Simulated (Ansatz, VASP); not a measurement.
One calculation of Bi, two programs

Contents of INCAR:

```
SYSTEM = Bi
PREC = Accurate ; ENCUT = 520
EDIFF = 1E-6 ; ISMEAR = 0
SIGMA = 0.1 ; LREAL = .False.
LASPH = .True. ; NELM = 80
ALGO = Fast ; ISIF = 2
LWAVE = .False. ; LCHARG = .False.
GGA = PE ; NBANDS = 14
```

Contents of KPOINTS:

```
Automatic mesh
0
Gamma
  16 16 16
  0 0 0
```

POSCAR

```
Bi
1.0
   -1.9716823265      1.9716823265      1.9716823265
    1.9716823265     -1.9716823265      1.9716823265
    1.9716823265      1.9716823265     -1.9716823265
Bi
1
Direct
    0.0000000000      0.0000000000      0.0000000000
```

Input for Ansatz:

```yaml
crystal:
  lattice:
    - [-1.9716823265, 1.9716823265, 1.9716823265]
    - [1.9716823265, -1.9716823265, 1.9716823265]
    - [1.9716823265, 1.9716823265, -1.9716823265]
  atoms:
    - { symbol: Bi, position: [0.0, 0.0, 0.0] }
basis:
  ecutwfc: 420
kpoints:
  mp_grid: { grid: [16, 16, 16] }
hamiltonian:
  xc: pbe
scf:
  occupations: { method: gaussian, width: 0.1 }
output:
  forces: true
  stress: true
  eigenvalues: true
```

Alike in both runs: task single point; functional PBE; k mesh 16 × 16 × 16; occupations gaussian, width 0.1 eV; no spin polarisation.

```csv
,VASP,Ansatz
version,VASP 6.6.1,Ansatz 0.2.0
potentials or method,"VASP PAW PBE potentials, release 64 (Bi_d), cutoff 520 eV","scalar-relativistic, plane waves, PAW"
valence electrons in the cell,15,15
```

|  | VASP | Ansatz | Ansatz less VASP |
| --- | --- | --- | --- |
| gap on the k mesh at the Fermi level (eV) | none | none | - |
| pressure (GPa) | 1.6 | 1.6 | +0.04 |

A gap of «none» marks a metal or a gap that the smearing closes.

Neither program's run includes spin-orbit coupling.
